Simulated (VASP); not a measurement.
The system is BaTiO3.

```xyz
5
Lattice="4.0042 0.0000 0.0000 0.0114 4.0042 0.0000 0.0114 0.0114 4.0042" Properties=species:S:1:pos:R:3 pbc="T T T"
Ba    0.0000    0.0000    0.0000
Ti    1.9511    1.9455    1.9400
O     2.0425    2.0367    0.0701
O     0.0817    2.0423    2.0365
O     2.0425    0.0759    2.0365
```

Base run:

* Program: VASP 6.6.1
* Functional: PBEsol
* Potentials or basis: VASP PAW PBE potentials, release 64 (Ba_sv, Ti_sv, O)
* Cutoff: 520 eV
* k mesh: 6 × 6 × 6
* Occupations: gaussian, width 0.01 eV
* Spin: no spin polarisation

Its results: band gap on the k mesh 2.34 eV, indirect (least direct gap 2.74 eV); pressure 0.6 GPa; largest force 0.142 eV/Å.

Task: After a change of settings the same cell gave: band gap on the k mesh 2.78 eV, indirect (least direct gap 3.19 eV); pressure 3.9 GPa; largest force 0.264 eV/Å. Which change was it?
A. functional from PBEsol to BLYP; further incar settings from ALGO = Normal; EDIFF = 1e-07; NBANDS = 28 to ALGO = Normal; EDIFF = 1e-06; NBANDS = 28
B. potentials or basis from VASP PAW PBE potentials, release 64 (Ba_sv, Ti_sv, O) to VASP PAW PBE potentials, release 64 (Ba_sv, Ti_sv, O_h); cutoff from 520 eV to 910 eV; further incar settings from ALGO = Normal; EDIFF = 1e-07; NBANDS = 28 to ALGO = Normal; EDIFF = 1e-06; NBANDS = 28
C. functional from PBEsol to r2SCAN

Result: C.

r2SCAN gives the wider gap, since meta-GGAs in the generalised Kohn-Sham scheme recover part of the derivative discontinuity.

Caveats: the PAW data sets were made with another functional, which shifts forces and pressure a little; spin-orbit coupling is left out, which moves the levels of the heavy elements.
